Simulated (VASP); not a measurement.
Write the native input for VASP 6.6.1 that does the following.

* Task: single point
* Functional: PBEsol
* Potentials or basis: VASP PAW PBE potentials, release 64 (Al, N)
* Cutoff: 600 eV
* k mesh: 6 × 6 × 4
* Occupations: gaussian, width 0.1 eV
* Spin: no spin polarisation
* Dipole correction: no
* Further INCAR settings: ALGO = Normal; EDIFF = 1e-06; NBANDS = 16

The structure of AlN lies in POSCAR:

```
AlN
1.0
    3.1215067000      0.0000000000      0.0000000000
   -1.5607533500      2.7033041000      0.0000000000
    0.0000000000      0.0000000000      5.0397437100
Al N
2 2
Direct
    0.6666666700      0.3333333300      0.5004769300
    0.3333333300      0.6666666700      0.0004769300
    0.6666666700      0.3333333300      0.8795230700
    0.3333333300      0.6666666700      0.3795230700
```

These files were run (other wordings do the same):

INCAR

```
SYSTEM = AlN
PREC     = Accurate       ! precision mode
ENCUT    = 600            ! plane-wave cutoff, eV
EDIFF    = 1E-6           ! SCF threshold, eV
ISMEAR   = 0              ! smearing method
SIGMA    = 0.1            ! smearing width, eV
LREAL    = .False.        ! projectors in reciprocal space
LASPH    = .True.         ! aspherical terms in the spheres
NELM     = 120            ! most SCF steps
ALGO     = Normal         ! electronic algorithm
ISIF     = 2              ! what is computed and relaxed
LWAVE    = .False.        ! write WAVECAR
LCHARG   = .True.         ! write CHGCAR
GGA      = PS             ! functional
LELF     = .True.         ! ELF
LVHAR    = .True.       
NBANDS   = 16             ! bands
GGA_COMPAT= .False.
```

KPOINTS

```
Automatic mesh
0
Gamma
  6 6 4
  0 0 0
```

Potentials or basis: VASP PAW PBE potentials, release 64 (Al, N).

The run is started by

```sh
$ cat potpaw_PBE.64/Al/POTCAR potpaw_PBE.64/N/POTCAR > POTCAR
$ mpirun -np 1 vasp_std > vasp.out
```

It gave:

```yaml
Pressure: -3.3 GPa
Largest_force: 0.079 eV/Å
Band_gap_on_the_k_mesh: 4.03 eV
```

Caveat: the cell stands under tension; the PAW data sets were made with another functional, which shifts forces and pressure a little.

It took 32 s on 1 thread of Intel Xeon 8259CL (shared host), peak memory 0.17 GiB.
